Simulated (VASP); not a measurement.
# BN in VASP: notebook

The runs below take BN through single point, relaxation of cell and atoms, with PBE.

Everything below comes from runs of VASP 6.6.1. Logs are shortened: lines on timing, memory, paths and dates and some standing lists are left out, and cuts for length are marked.

## (1) The cell of the first run

It takes space group F-43m (No. 216, cubic). Conventional cell: a = 3.625 Å, b = 3.625 Å, c = 3.625 Å, α = 90.00°, β = 90.00°, γ = 90.00°. Within 2.1 Å of B (site symmetry -43m) lie 4 N at 1.57 Å. Within 2.1 Å of N (site symmetry -43m) lie 4 B at 1.57 Å.

## (2) Single point, PBE

Input file INCAR:

```
ALGO     = Normal         # electronic algorithm
EDIFF    = 1E-6           # SCF threshold, eV
ENCUT    = 520            # plane-wave cutoff, eV
GGA      = PE             # functional
ISIF     = 2              # what is computed and relaxed
ISMEAR   = 0              # smearing method
LASPH    = T              # aspherical terms in the spheres
LCHARG   = F              # write CHGCAR
LREAL    = F              # projectors in reciprocal space
LWAVE    = F              # write WAVECAR
NBANDS   = 21             # bands
NELM     = 80             # most SCF steps
PREC     = Accurate       # precision mode
SIGMA    = 0.02           # smearing width, eV
```

Input file KPOINTS:

```
k-points
0
Gamma
  12 12 4
```

Input file POSCAR:

```
BN
1.0
    2.5630299322      0.0000000000      0.0000000000
   -1.2815149661      2.2196490319      0.0000000000
    0.0000000000      0.0000000000      6.2781511762
B N
3 3
Direct
    0.0000000000      0.0000000000     -0.0000000521
    0.3333333333      0.6666666667      0.3333332812
    0.6666666667      0.3333333333      0.6666666146
    0.0000000000      0.0000000000      0.2500000521
    0.3333333333      0.6666666667      0.5833333854
    0.6666666667      0.3333333333      0.9166667188
```

Potentials or basis: VASP PAW PBE potentials, release 64 (B, N).

Launch:

```console
cat potpaw_PBE.64/B/POTCAR potpaw_PBE.64/N/POTCAR > POTCAR
mpirun -np 1 vasp_std > vasp.out
```

OUTCAR:

```text
EDIFF = 1E-6
   ENCUT = 520
   GGA = PE
   ISIF = 2
   ISMEAR = 0
   LASPH = T
   LREAL = F
   NELM = 80
   PREC = Accurate

 ion  position               nearest neighbor table
   1  0.000  0.000  1.000-   6 1.57   6 1.57   6 1.57   4 1.57
   2  0.333  0.667  0.333-   4 1.57   4 1.57   4 1.57   5 1.57
   3  0.667  0.333  0.667-   5 1.57   5 1.57   5 1.57   6 1.57
   4  0.000  0.000  0.250-   2 1.57   2 1.57   2 1.57   1 1.57
   5  0.333  0.667  0.583-   3 1.57   3 1.57   3 1.57   2 1.57
   6  0.667  0.333  0.917-   1 1.57   1 1.57   1 1.57   3 1.57

  LATTYP: Found a hexagonal cell.
 ALAT       =     2.5630299322
 C/A-ratio  =     2.4495036509

  Lattice vectors:

 A1 = (   2.5630299322,   0.0000000000,   0.0000000000)
 A2 = (  -1.2815149661,   2.2196490319,   0.0000000000)
 A3 = (   0.0000000000,   0.0000000000,   6.2781511762)

Analysis of symmetry for initial positions (statically):
=====================================================================
 Subroutine PRICEL returns following result:

  LATTYP: Found a face centered cubic cell.
 ALAT       =     3.6246854110

  Lattice vectors:

 A1 = (   1.2815149660,  -0.7398830106,   2.0927170585)
 A2 = (  -0.0000000001,   1.4797660213,   2.0927170585)
 A3 = (  -1.2815149658,  -0.7398830108,   2.0927170592)

   3 primitive cells build up your supercell.

 Routine SETGRP: Setting up the symmetry group for a
 hexagonal supercell.

 Subroutine GETGRP returns: Found  6 space group operations
 (whereof  6 operations were pure point group operations)
 out of a pool of 24 trial point group operations.

The static configuration has the point symmetry C_3v.

Analysis of symmetry for dynamics (positions and initial velocities):
=====================================================================
 Subroutine PRICEL returns following result:

  LATTYP: Found a face centered cubic cell.
 ALAT       =     3.6246854110

  Lattice vectors:

 A1 = (   1.2815149660,  -0.7398830106,   2.0927170585)
 A2 = (  -0.0000000001,   1.4797660213,   2.0927170585)
 A3 = (  -1.2815149658,  -0.7398830108,   2.0927170592)

   3 primitive cells build up your supercell.

 Routine SETGRP: Setting up the symmetry group for a
 hexagonal supercell.
[... 95 lines left out ...]
 SYSTEM =  unknown system
   PREC   = accura    normal or accurate (medium, high low for compatibility)
   ISTART =      0    job   : 0-new  1-cont  2-samecut
   ICHARG =      2    charge: 1-file 2-atom 10-const
   ISPIN  =      1    spin polarized calculation?
   LNONCOLLINEAR =      F non collinear calculations
   LSORBIT =      F    spin-orbit coupling
   LASPH  =      T    aspherical Exc in radial PAW
   ENCUT  =  520.0 eV  38.22 Ry    6.18 a.u.   4.77  4.77 11.67*2*pi/ulx,y,z
   NELM   =     80;   NELMIN=  2; NELMDL= -5     # of ELM steps
   EDIFF  = 0.1E-05   stopping-criterion for ELM
   LREAL  =      F    real-space projection
   EDIFFG = 0.1E-04   stopping-criterion for IOM
   NSW    =      0    number of steps for IOM
   IBRION =     -1    ionic relax: 0-MD 1-quasi-New 2-CG
   NFREE  =      0    steps in history (QN), initial steepest desc. (CG)
   ISIF   =      2    stress and relaxation
   ISYM   =      2    0-nonsym 1-usesym 2-fastsym
   POTIM  = 0.5000    time-step for ionic-motion
   TEBEG  =    0.0;   TEEND  =   0.0 temperature during run
   PSTRESS=    0.0 pullay stress
   NELECT =      24.0000    total number of electrons
   NUPDOWN=      -1.0000    fix difference up-down
   EMIN   =  10.00;   EMAX   =-10.00  energy-range for DOS
   EFERMI =   0.00;   METHOD = LEGACY
   ISMEAR =     0;   SIGMA  =   0.02  broadening in eV -4-tet -1-fermi 0-gaus
   EFERMI_NEDOS =   21; number of points for ismear=-14 and -15
   IALGO  =     38    algorithm
   IMIX   =      4    mixing-type and parameters
     AMIX     =   0.40;   BMIX     =  1.00
     AMIX_MAG =   1.60;   BMIX_MAG =  1.00
  volume/ion in A,a.u.               =       5.95        40.17
  Fermi-wavevector in a.u.,A,eV,Ry     =   1.433910  2.709698 27.974923  2.056099
  Thomas-Fermi vector in A             =   2.553377
   LORBIT       =      0    0 simple, 1 ext, 2 COOP (PROOUT), +10 PAW based schemes
   GGA     = PE    functional components
   LHFCALC =     F    Hartree Fock is set to
   AEXX    =    0.0000 exact exchange contribution
   IVDW    =     0    specifies the selected vdW correction
   LEPSILON=     F    determine dielectric tensor
   LRPA    =     F    only Hartree local field effects (RPA)
 non-spin polarized calculation
 Gauss-broadening in eV      SIGMA  =   0.02
  energy-cutoff  :      520.00
  volume of cell :       35.72
 maximum number of plane-waves:       984
   NGX =  9   NGY =  9   NGZ = 23

 number of electron      23.9999997 magnetization

 Free energy of the ion-electron system (eV)
  ---------------------------------------------------
  ext. energy  EPLUGINS =         0.00000000
  ---------------------------------------------------
  free energy    TOTEN  =       -52.35300917 eV

  energy without entropy =      -52.35300917  energy(sigma->0) =      -52.35300917

 E-fermi :   7.4354     XC(G=0): -12.7825

 val. band max:        7.3044165183   @ k =   0.0000   0.0000   0.0000
 cond. band min:      11.7552762024   @ k =   0.5000   0.0000   0.0000
 fundamental gap:      4.4508596841
 Fermi energy:         7.4354261766

 k-point     1 :       0.0000    0.0000    0.0000
  band No.  band energies     occupation
      1     -12.8353      2.00000
      2     -10.3211      2.00000
      3     -10.3211      2.00000
      4      -0.5152      2.00000
      5      -0.5152      2.00000
      6       5.7560      2.00000
[... 565 lines left out ...]
     20      19.3571      0.00000
     21      19.6024      0.00000

 [... further k-points ...]
[... 5 lines left out ...]
  --------------------------------------------------------------------------------------
  -------------------------------------------------------------------------------------
  Total        0.0547710      0.0547710      0.0534886     -0.0000000      0.0000000      0.0000000
  in kB        2.4569229      2.4569229      2.3993967     -0.0000000      0.0000000      0.0000000
  external PRESSURE =       2.4377475 kB  Pullay stress =       0.0000000 kB

 VOLUME and BASIS-vectors are now :
 -----------------------------------------------------------------------------
  energy-cutoff  :      520.00
  volume of cell :       35.72
      direct lattice vectors                 reciprocal lattice vectors
     2.563029932  0.000000000  0.000000000     0.390163216  0.225260838  0.000000000
    -1.281514966  2.219649032  0.000000000     0.000000000  0.450521675  0.000000000
     0.000000000  0.000000000  6.278151176     0.000000000  0.000000000  0.159282561

 POSITION                                       TOTAL-FORCE (eV/Angst)
 -----------------------------------------------------------------------------------
      0.00000      0.00000      6.27815        -0.000000      0.000000      0.000031
     -0.00000      1.47977      2.09272        -0.000000      0.000000      0.000031
      1.28151      0.73988      4.18543        -0.000000      0.000000      0.000031
      0.00000      0.00000      1.56954         0.000000     -0.000000     -0.000031
     -0.00000      1.47977      3.66226         0.000000     -0.000000     -0.000031
      1.28151      0.73988      5.75497         0.000000     -0.000000     -0.000031
 -----------------------------------------------------------------------------------
    total drift:                               -0.000000      0.000000      0.000021

  FREE ENERGIE OF THE ION-ELECTRON SYSTEM (eV)
  ---------------------------------------------------
  free  energy   TOTEN  =       -52.3530091657 eV

  energy  without entropy=      -52.3530091657  energy(sigma->0) =      -52.35300917
```

stdout:

```text
POSCAR found type information on POSCAR B N
 POSCAR found :  2 types and       6 ions
 scaLAPACK will be used
 LDA part: xc-table for (Slater+PW92), standard interpolation
 POSCAR, INCAR and KPOINTS ok, starting setup
 FFT: planning ... GRIDC
 FFT: planning ... GRID_SOFT
 FFT: planning ... GRID
 WAVECAR not read
 entering main loop
```

Run time: 26 s. Hardware: 1 thread of Intel Xeon Platinum 8488C (Sapphire Rapids), shared host; peak memory 0.16 GiB.

Results:

* Free energy: -52.3530 eV
* Pressure: 0.2 GPa
* Band gap on the k mesh: 4.45 eV

A k mesh can miss the band edges.

## (3) Relaxation of cell and atoms, PBE

This run uses another cell than the first one, of 5.97 Å³/atom, 1.003 times its volume.

Input file INCAR:

```
PREC = Accurate
ENCUT = 600
EDIFF = 1E-6
ISMEAR = 0
SIGMA = 0.02
LREAL = False
LASPH = True
NELM = 100
ALGO = Normal
ISIF = 3
LWAVE = False
LCHARG = False
GGA = PE
IBRION = 2
NSW = 65
EDIFFG = -0.01
```

Input file KPOINTS:

```
Automatic mesh
0
Gamma
  12 12 4
```

Input file POSCAR:

```
BN
1.0
    2.5545319511      0.0000000000      0.0000000000
   -1.2772659756      2.2122895644      0.0000000000
    0.0000000000      0.0000000000      6.3368329173
B N
3 3
Direct
    0.0000000000      0.0000000000      0.0000000000
    0.3333333333      0.6666666667      0.3333333333
    0.6666666667      0.3333333333      0.6666666667
    0.0000000000      0.0000000000      0.2500000000
    0.3333333333      0.6666666667      0.5833333333
    0.6666666667      0.3333333333      0.9166666667
```

Potentials or basis: VASP PAW PBE potentials, release 64 (B, N).

Launch:

```console
cat potpaw_PBE.64/B/POTCAR potpaw_PBE.64/N/POTCAR > POTCAR
mpirun -np 1 vasp_std > vasp.out
```

Wall time 91 s (1 thread of Intel Xeon Platinum 8488C (Sapphire Rapids), shared host); peak memory 0.17 GiB.

Results (log left out):

```
Free energy                            : -52.3642 eV
Relaxed volume                         : 5.95 Å³/atom
Relaxed cell                           : a = 2.563 Å, b = 2.563 Å, c = 6.277 Å, α = 90.00°, β = 90.00°, γ = 120.00°
Space group after relaxing (to 0.05 Å) : F-43m (No. 216)
Energy gained by relaxing              : 1.8 meV/atom
Ionic steps                            : 6
Pressure after relaxing                : 0.0 GPa
Band gap on the k mesh                 : 4.45 eV
```

Stress tensor (GPa, compression positive):
```
-0.04  0.00  0.00
 0.00 -0.04  0.00
 0.00  0.00  0.17
```

The path:
```
step  energy change (eV)  largest force (eV/Å)  pressure (GPa)  volume (Å³)
   1              0.0000                0.0124           -0.95        35.81
   2             -0.0068                0.0444            0.99        35.62
   3             -0.0108                0.0171            0.18        35.69
   4             -0.0108                0.0176            0.21        35.69
   5             -0.0108                0.0190           -0.13        35.73
   6             -0.0108                0.0004            0.03        35.71
```

Final structure:
```xyz
6
Lattice="2.5631 0.0000 0.0000 -1.2815 2.2197 0.0000 0.0000 0.0000 6.2767" Properties=species:S:1:pos:R:3 pbc="T T T"
B    -1.2815    2.2197    6.2767
B     0.0000    1.4798    2.0922
B     1.2815    0.7399    4.1844
N     2.5631    0.0000    1.5692
N     0.0000    1.4798    3.6614
N     1.2815    0.7399    5.7536
```

Levels at points of the mesh, in eV from the valence-band top:
| k point | band 8 | band 9 | band 10 | band 11 | band 12 | band 13 | band 14 | band 15 | band 16 |
| --- | --- | --- | --- | --- | --- | --- | --- | --- | --- |
| (0.00, 0.00, 0.00) | -1.55 | -1.55 | 0.00 | 0.00 | 0.00 | 8.78 | 8.78 | 8.79 | 9.81 |
| (0.50, 0.00, 0.00) | -4.87 | -3.70 | -3.70 | -2.86 | -2.86 | 4.45 | 8.82 | 8.82 | 9.19 |
| (0.00, 0.00, 0.50) | -1.93 | -0.62 | -0.62 | -0.62 | -0.62 | 9.27 | 9.27 | 9.68 | 9.68 |
| (0.50, 0.00, 0.50) | -5.89 | -4.29 | -4.29 | -1.93 | -1.93 | 6.21 | 6.21 | 10.04 | 10.66 |

A k mesh can miss the band edges. A hybrid or GW would open this gap; PBE tends to underestimate it.
